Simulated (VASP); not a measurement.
A run of VASP 6.6.1 is set up as follows.

The input POSCAR:

```
B
1.0
    0.0000000000      2.0523659337      2.0523659337
    2.0523659337      0.0000000000      2.0523659337
    2.0523659337      2.0523659337      0.0000000000
B
2
Direct
    0.0000000000      0.0000000000      0.0000000000
    0.2500000000      0.2500000000      0.2500000000
```

INCAR.step1

```
SYSTEM = B
PREC     = Accurate       ! precision mode
ENCUT    = 520            ! plane-wave cutoff, eV
ISMEAR   = -1             ! smearing method
SIGMA    = 0.1            ! smearing width, eV
LREAL    = .FALSE.        ! projectors in reciprocal space
LASPH    = .TRUE.         ! aspherical terms in the spheres
NELM     = 60             ! most SCF steps
NBANDS   = 10             ! bands
GGA      = PE             ! functional
ALGO     = Normal         ! electronic algorithm
EDIFF    = 1E-4           ! SCF threshold, eV
LWAVE    = .TRUE.         ! write WAVECAR
LCHARG   = .FALSE.        ! write CHGCAR
```

The input INCAR.step2:

```
SYSTEM = B
PREC     = Accurate       ! precision mode
ENCUT    = 520            ! plane-wave cutoff, eV
EDIFF    = 1E-6           ! SCF threshold, eV
ISMEAR   = -1             ! smearing method
SIGMA    = 0.1            ! smearing width, eV
LREAL    = .FALSE.        ! projectors in reciprocal space
LASPH    = .TRUE.         ! aspherical terms in the spheres
NELM     = 60             ! most SCF steps
ALGO     = Normal         ! electronic algorithm
ISIF     = 2              ! what is computed and relaxed
LWAVE    = .FALSE.        ! write WAVECAR
LCHARG   = .TRUE.         ! write CHGCAR
METAGGA  = R2SCAN         ! meta-GGA
LMIXTAU  = .TRUE.       
LELF     = .TRUE.         ! ELF
LVHAR    = .TRUE.       
NBANDS   = 10             ! bands
ISTART   = 1
```

File KPOINTS:

```
regular mesh
0
G
  14 14 14
  0 0 0
```

Potentials or basis: VASP PAW PBE potentials, release 64 (B).

Run with:

```bash
$ cat potpaw_PBE.64/B/POTCAR > POTCAR
$ cp INCAR.step1 INCAR
$ mpirun -np 1 vasp_std > vasp.out
$ cp INCAR.step2 INCAR
$ mpirun -np 1 vasp_std > vasp.out
```

Problem. Predict the pressure.

Solution. -6.3 GPa.

Problem. Estimate the band gap on the k mesh.

Solution. Zero (band 3 reaches 7.64 eV, above the bottom of band 4 at 0.39 eV).

Caveat: the PAW data sets were made with another functional, which shifts forces and pressure a little.
